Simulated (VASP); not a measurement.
Here is a VASP 6.6.1 calculation.

Contents of INCAR:

```
SYSTEM = NbSnTe4
  PREC = Accurate
  ENCUT = 600
  EDIFF = 1E-6
  ISMEAR = 0
  SIGMA = 0.1
  LREAL = .False.
  LASPH = .True.
  NELM = 60
  ALGO = Normal
  ISIF = 3
  LWAVE = .False.
  LCHARG = .False.
  GGA = PE
  IBRION = 2
  NSW = 90
  EDIFFG = -0.04
```

File KPOINTS:

```
regular mesh
0
Gamma
  6 6 2
  0 0 0
```

POSCAR

```
NbSnTe4
1.0
    4.3494730100      0.0000000000      0.0000000000
   -2.1747365100      3.7667541200      0.0000000000
    0.0000000000      0.0000000000      9.1894376500
Nb Sn Te
1 1 4
Direct
    0.0000000000      0.0000000000      0.5000000000
    0.0000000000      0.0000000000      0.0000000000
    0.3333333300      0.6666666700      0.7438020100
    0.3333333300      0.6666666700      0.2561979900
    0.6666666700      0.3333333300      0.7438020100
    0.6666666700      0.3333333300      0.2561979900
```

Potentials or basis: VASP PAW PBE potentials, release 64 (Nb_sv, Sn_d, Te).

The run is started by

```bash
$ cat potpaw_PBE.64/Nb_sv/POTCAR potpaw_PBE.64/Sn_d/POTCAR potpaw_PBE.64/Te/POTCAR > POTCAR
$ mpirun -np 1 vasp_std > vasp.out
```

Problem. What does it give for the relaxed volume?

Solution. 26.74 Å³/atom.

Problem. What does it give for the space group after relaxing (to 0.05 Å)?

Solution. P6/mmm (No. 191).

Problem. What does it give for the relaxed cell?

Solution. a = 5.448 Å, b = 5.448 Å, c = 6.242 Å, α = 90.00°, β = 90.00°, γ = 120.00°.

Stress tensor (GPa, compression positive):
```
 0.06  0.00  0.00
 0.00  0.06  0.00
 0.00  0.00 -0.12
```
